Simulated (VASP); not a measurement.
# CdS (Hawleyite) (F-43m) in VASP: further runs, part 2 of 2

VASP 6.6.1. Earlier steps stand in the parts before.

## (5) Relaxation of the atoms, r2SCAN

This run uses another cell than the first one, of 24.39 Å³/atom, 0.983 times its volume.

File POSCAR:

```
CdS
1.0
    0.0000000000      2.9001713200      2.9001713200
    2.9001713200      0.0000000000      2.9001713200
    2.9001713200      2.9001713200      0.0000000000
Cd S
1 1
Direct
    0.0000000000      0.0000000000      0.0000000000
    0.2500000000      0.2500000000      0.2500000000
```

File INCAR.step1:

```
ALGO = Normal ; EDIFF = 1E-4
ENCUT = 520 ; GGA = PE
ISMEAR = -1 ; LASPH = T
LCHARG = F ; LREAL = F
LWAVE = T ; NELM = 80
PREC = Accurate ; SIGMA = 0.02
```

File INCAR.step2:

```
ALGO = Normal ; EDIFF = 1E-6
EDIFFG = -0.01 ; ENCUT = 520
IBRION = 2 ; ISIF = 2
ISMEAR = -1 ; ISTART = 1
LASPH = T ; LCHARG = F
LMIXTAU = T ; LREAL = F
LWAVE = F ; METAGGA = R2SCAN
NELM = 80 ; NSW = 50
PREC = Accurate ; SIGMA = 0.02
```

File KPOINTS:

```
k-points
0
Gamma
  8 8 8
```

Potentials or basis: VASP PAW PBE potentials, release 64 (Cd, S).

Launch:

```sh
> cat potpaw_PBE.64/Cd/POTCAR potpaw_PBE.64/S/POTCAR > POTCAR
> cp INCAR.step1 INCAR
> mpirun -np 1 vasp_std > vasp.out
> cp INCAR.step2 INCAR
> mpirun -np 1 vasp_std > vasp.out
```

OUTCAR:

```text
EDIFF = 1E-6
   EDIFFG = -0.01
   ENCUT = 520
   IBRION = 2
   ISIF = 2
   ISMEAR = -1
   ISTART = 1
   LASPH = T
   LREAL = F
   METAGGA = R2SCAN
   NELM = 80
   NSW = 50
   PREC = Accurate

 ion  position               nearest neighbor table
   1  0.000  0.000  0.000-   2 2.51   2 2.51   2 2.51   2 2.51
   2  0.250  0.250  0.250-   1 2.51   1 2.51   1 2.51   1 2.51

  LATTYP: Found a face centered cubic cell.
 ALAT       =     5.8003426400

  Lattice vectors:

 A1 = (   0.0000000000,   2.9001713200,   2.9001713200)
[... 564 lines left out ...]
     10       6.1188      0.00000
     11       7.3437      0.00000
     12       8.9789      0.00000
     13      10.1122      0.00000

 [... further k-points ...]
[... 5 lines left out ...]
  --------------------------------------------------------------------------------------
  -------------------------------------------------------------------------------------
  Total        0.9151013      0.9151013      0.9151013      0.0000000      0.0000000     -0.0000000
  in kB       30.0523761     30.0523761     30.0523761      0.0000000      0.0000000     -0.0000000
  external PRESSURE =      30.0523761 kB  Pullay stress =       0.0000000 kB

 VOLUME and BASIS-vectors are now :
 -----------------------------------------------------------------------------
  energy-cutoff  :      520.00
  volume of cell :       48.79
      direct lattice vectors                 reciprocal lattice vectors
     0.000000000  2.900171320  2.900171320    -0.172403608  0.172403608  0.172403608
     2.900171320  0.000000000  2.900171320     0.172403608 -0.172403608  0.172403608
     2.900171320  2.900171320  0.000000000     0.172403608  0.172403608 -0.172403608

 POSITION                                       TOTAL-FORCE (eV/Angst)
 -----------------------------------------------------------------------------------
      0.00000      0.00000      0.00000        -0.000000     -0.000000     -0.000000
      1.45009      1.45009      1.45009         0.000000      0.000000      0.000000
 -----------------------------------------------------------------------------------
    total drift:                               -0.000005     -0.000005     -0.000005

  FREE ENERGIE OF THE ION-ELECTRON SYSTEM (eV)
  ---------------------------------------------------
  free  energy   TOTEN  =       -29.6657781493 eV

  energy  without entropy=      -29.6657781493  energy(sigma->0) =      -29.66577815

 reached required accuracy - stopping structural energy minimisation
```

OUTCAR.step1:

```text
EDIFF = 1E-4
   ENCUT = 520
   GGA = PE
   ISMEAR = -1
   LASPH = T
   LREAL = F
[... 603 lines left out ...]
 -----------------------------------------------------------------------------------
      0.00000      0.00000      0.00000        -0.000000      0.000000     -0.000000
      1.45009      1.45009      1.45009         0.000000     -0.000000      0.000000
 -----------------------------------------------------------------------------------
    total drift:                               -0.000000     -0.000000     -0.000000

  FREE ENERGIE OF THE ION-ELECTRON SYSTEM (eV)
  ---------------------------------------------------
  free  energy   TOTEN  =        -6.1015391545 eV

  energy  without entropy=       -6.1015391545  energy(sigma->0) =       -6.10153915
```

OSZICAR.step1:

```text
N       E                     dE             d eps       ncg     rms          rms(c)
DAV:   1     0.108010062424E+03    0.10801E+03   -0.93494E+03   786   0.127E+03
DAV:   2    -0.173784747137E+01   -0.10975E+03   -0.10419E+03   864   0.292E+02
DAV:   3    -0.660628874970E+01   -0.48684E+01   -0.48528E+01   879   0.637E+01
DAV:   4    -0.664315908744E+01   -0.36870E-01   -0.36864E-01   859   0.559E+00
DAV:   5    -0.664368347983E+01   -0.52439E-03   -0.52439E-03   889   0.652E-01    0.843E+00
DAV:   6    -0.612067456711E+01    0.52301E+00   -0.10332E+00  1054   0.144E+01    0.665E+00
DAV:   7    -0.610128697046E+01    0.19388E-01   -0.22366E-01   779   0.380E+00    0.327E+00
DAV:   8    -0.610157157800E+01   -0.28461E-03   -0.22316E-02   789   0.231E+00    0.327E-01
DAV:   9    -0.610133432729E+01    0.23725E-03   -0.31965E-03   884   0.979E-01    0.848E-02
DAV:  10    -0.610146517854E+01   -0.13085E-03   -0.31080E-04   784   0.203E-01    0.761E-02
DAV:  11    -0.610153915453E+01   -0.73976E-04   -0.11258E-04   552   0.133E-01
   1 F= -.61015392E+01 E0= -.61015392E+01  d E =-.833007E-11
```

Wall time 25 s (1 thread of Intel Xeon 6975P-C (Granite Rapids), shared host); peak memory 0.19 GiB.

Results:

```yaml
Free_energy: -29.6658 eV
Pressure_after_relaxing: 3.0 GPa
Band_gap_on_the_k_mesh: 1.63 eV, direct
```

Final structure:
```
Cd S
1.0
     0.00000    2.90017    2.90017
     2.90017    0.00000    2.90017
     2.90017    2.90017    0.00000
Cd S
1 1
Direct
  0.00000 0.00000 0.00000
  0.25000 0.25000 0.25000
```

Caveat: the relaxation stopped at its first step, so nothing moved; the PAW data sets were made with another functional, which shifts forces and pressure a little.

## (6) Overview

```csv
task,level,potentials or basis,cell,cutoff (eV),gap on the mesh (eV),pressure (GPa),relaxed volume (Å³/atom)
relaxation of cell and atoms,LDA,"VASP PAW LDA potentials, release 64 (Cd, S)","relaxed from a = 4.125 Å, angles 60.0°, 2 atoms",600,0.96,0.0,24.02
relaxation of cell and atoms,r2SCAN,"VASP PAW PBE potentials, release 64 (Cd, S)","relaxed from a = 4.125 Å, angles 60.0°, 2 atoms",600,1.53,0.0,25.49
relaxation of the atoms,r2SCAN,"VASP PAW PBE potentials, release 64 (Cd, S)","atoms relaxed from a = 4.073 Å, angles 60.0°, 2 atoms",520,1.68,4.6,-
relaxation of the atoms,r2SCAN,"VASP PAW PBE potentials, release 64 (Cd, S)","atoms relaxed from a = 4.101 Å, angles 60.0°, 2 atoms",520,1.63,3.0,-
```

Alike in all rows: no spin polarisation; k mesh 8 × 8 × 8; smearing fermi-dirac 0.02 eV.

Caveats: the PAW data sets were made with another functional, which shifts forces and pressure a little (some runs); the relaxation stopped at its first step, so nothing moved (some runs).

Total energies depend on the potentials used, so only differences within one code and one set of settings carry meaning.
